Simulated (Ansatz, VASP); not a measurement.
Two plane-wave programs on SrTiO3

```
CELL_PARAMETERS angstrom
3.93649 0.00000 0.00000
0.00000 3.93649 0.00000
0.00000 0.00000 3.93649
ATOMIC_POSITIONS crystal
Sr 0.00000 0.00000 0.00000
Ti 0.50000 0.50000 0.50000
O 0.00000 0.50000 0.50000
O 0.50000 0.00000 0.50000
O 0.50000 0.50000 0.00000
```

Alike in both runs: functional PBE; k mesh 8 × 8 × 8; occupations gaussian, width 0.02 eV; no spin polarisation.

Ansatz relaxed the structure, and its values are those at the end. VASP's run is a single point on that final structure, the one shown.

|  | VASP | Ansatz |
| --- | --- | --- |
| version | VASP 6.6.1 | Ansatz 0.2.0 |
| potentials or method | VASP PAW PBE potentials, release 64 (Sr_sv, Ti_sv, O), cutoff 520 eV | scalar-relativistic, plane waves, PAW |
| valence electrons in the cell | 40 | 40 |

```tsv
	VASP	Ansatz	Ansatz less VASP
gap on the k mesh at the Fermi level (eV)	1.81	1.84	+0.031
least direct gap on the mesh (eV)	2.18	2.20	+0.021
pressure (GPa)	0.6	0.0	-0.61
```

The functional is the same, so the differences come from potentials, cutoffs and numerics.
